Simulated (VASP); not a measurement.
**MnAs (rocksalt type): single point with PBE**

Crystal: MnAs (rocksalt type).

```
Mn As
1.0
     0.00000    2.60434    2.60434
     2.60434    0.00000    2.60434
     2.60434    2.60434    0.00000
Mn As
1 1
Direct
  0.00000 0.00000 0.00000
  0.50000 0.50000 0.50000
```

| Item | Value |
| --- | --- |
| Program | VASP 6.6.1 |
| Task | single point |
| Functional | PBE |
| Potentials or basis | VASP PAW PBE potentials, release 64 (Mn_pv, As) |
| Cutoff | 520 eV |
| k mesh | 12 × 12 × 12 |
| Occupations | fermi-dirac, width 0.08 eV |
| Spin | collinear spin, ferromagnetic start |
| Starting moments | [4.0, 0.0] μB |

```yaml
Pressure: -1.6 GPa
Net_moment: 3.74 μB per cell
Site_moments: Mn +3.69; As -0.10 μB
Valence_electrons_inside_the_program's_atomic_spheres: Mn 11.47; As 2.79
```

Levels at points of the mesh, in eV from the Fermi level:
Spin up:
```tsv
k point	band 8	band 9	band 10	band 11	band 12	band 13	band 14	band 15
(0.00, 0.00, 0.00)	-2.82	-2.82	0.90	0.90	0.90	4.64	9.49	9.49
(0.50, 0.00, 0.00)	-2.55	-2.55	-2.07	2.80	2.80	4.04	5.94	5.94
(0.50, 0.50, 0.00)	-2.43	-2.43	-1.73	-1.73	-1.48	1.63	5.84	14.02
```
Spin down:
```tsv
k point	band 5	band 6	band 7	band 8	band 9	band 10
(0.00, 0.00, 0.00)	0.08	0.08	0.18	0.18	0.18	0.84
(0.50, 0.00, 0.00)	-5.95	-2.34	-2.34	1.08	1.08	1.41
(0.50, 0.50, 0.00)	-4.93	-1.64	-1.64	-0.96	0.48	1.37
```

It took 3.5 min on 1 thread of Intel Xeon 8259CL, with other jobs on the host, peak memory 0.23 GiB.

Caveat: a cell with one magnetic atom can't hold antiferromagnetic order, which such compounds often take.
